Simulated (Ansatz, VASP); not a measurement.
# One calculation of Zr3Si2, two programs

```
Zr Si
1.0
     7.10844    0.00000    0.00000
     0.00000    7.10844    0.00000
     0.00000    0.00000    3.70513
Zr Si
6 4
Direct
  0.17391 0.67391 0.50000
  0.82609 0.32609 0.50000
  0.32609 0.17391 0.50000
  0.67391 0.82609 0.50000
  0.00000 0.00000 0.00000
  0.50000 0.50000 0.00000
  0.62195 0.12195 0.00000
  0.37805 0.87805 0.00000
  0.87805 0.62195 0.00000
  0.12195 0.37805 0.00000
```

Alike in both runs: functional r2SCAN; k mesh 6 × 6 × 10; occupations gaussian, width 0.1 eV; no spin polarisation.

Ansatz relaxed the structure, and its values are those at the end. VASP's run is a single point on that final structure, the one shown.

|  | VASP | Ansatz |
| --- | --- | --- |
| version | VASP 6.6.1 | Ansatz 0.2.0 |
| potentials or method | VASP PAW PBE potentials, release 64 (Zr_sv, Si), cutoff 520 eV | scalar-relativistic, plane waves, PAW |
| valence electrons in the cell | 88 | 88 |

|  | VASP | Ansatz | Ansatz less VASP |
| --- | --- | --- | --- |
| gap on the k mesh at the Fermi level (eV) | none | none | - |
| pressure (GPa) | 0.0 | 0.0 | -0.01 |

VASP's potentials were made for PBE, not for r2SCAN. A gap of «none» marks a metal or a gap that the smearing closes.
